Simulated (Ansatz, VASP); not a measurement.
BaZn2H6: VASP beside Ansatz

The input INCAR:

```
PREC = Accurate
ENCUT = 520
EDIFF = 1E-6
ISMEAR = 0
SIGMA = 0.1
LREAL = False
LASPH = True
NELM = 100
ALGO = Normal
ISIF = 2
LWAVE = False
LCHARG = False
GGA = PE
NBANDS = 30
```

The input KPOINTS:

```
regular mesh
0
Gamma
  4 4 4
```

POSCAR

```
BaZn2H6
1.0
    0.0000000000      4.6495874600      4.6495874600
    4.6495874600      0.0000000000      4.6495874600
    4.6495874600      4.6495874600      0.0000000000
Ba Zn H
1 2 6
Direct
    0.5000000000      0.5000000000      0.5000000000
    0.2500000000      0.2500000000      0.2500000000
    0.7500000000      0.7500000000      0.7500000000
    0.1591415700      0.8408584300      0.8408584300
    0.8408584300      0.1591415700      0.1591415700
    0.8408584300      0.1591415700      0.8408584300
    0.1591415700      0.8408584300      0.1591415700
    0.8408584300      0.8408584300      0.1591415700
    0.1591415700      0.1591415700      0.8408584300
```

Input for Ansatz:

```yaml
crystal:
  lattice:
    - [0.0, 4.64958746, 4.64958746]
    - [4.64958746, 0.0, 4.64958746]
    - [4.64958746, 4.64958746, 0.0]
  atoms:
    - { symbol: Ba, position: [0.5, 0.5, 0.5] }
    - { symbol: Zn, position: [0.25, 0.25, 0.25] }
    - { symbol: Zn, position: [0.75, 0.75, 0.75] }
    - { symbol: H, position: [0.15914157, 0.84085843, 0.84085843] }
    - { symbol: H, position: [0.84085843, 0.15914157, 0.15914157] }
    - { symbol: H, position: [0.84085843, 0.15914157, 0.84085843] }
    - { symbol: H, position: [0.15914157, 0.84085843, 0.15914157] }
    - { symbol: H, position: [0.84085843, 0.84085843, 0.15914157] }
    - { symbol: H, position: [0.15914157, 0.15914157, 0.84085843] }
basis:
  ecutwfc: 420
kpoints:
  mp_grid: { grid: [4, 4, 4] }
hamiltonian:
  xc: pbe
scf:
  occupations: { method: gaussian, width: 0.1 }
  lower_state_search: "off"
output:
  forces: true
  stress: true
  eigenvalues: true
```

Alike in both runs: task single point; functional PBE; k mesh 4 × 4 × 4; occupations gaussian, width 0.1 eV; no spin polarisation.

```csv
,VASP,Ansatz
version,VASP 6.6.1,Ansatz 0.2.0
potentials or method,"VASP PAW PBE potentials, release 64 (Ba_sv, Zn, H), cutoff 520 eV","scalar-relativistic, plane waves, PAW"
valence electrons in the cell,40,40
```

|  | VASP | Ansatz | Ansatz less VASP |
| --- | --- | --- | --- |
| gap on the k mesh at the Fermi level (eV) | 0.26 | 0.27 | +0.007 |
| least direct gap on the mesh (eV) | 0.42 | 0.43 | +0.011 |
| pressure (GPa) | -5.6 | -5.6 | -0.02 |
| rms of the force components (eV/Å) | 0.392 | 0.389 | -0.0023 |

Atom by atom the forces differ by 0.002 eV/Å (rms over components).

Spin-orbit coupling is off throughout.
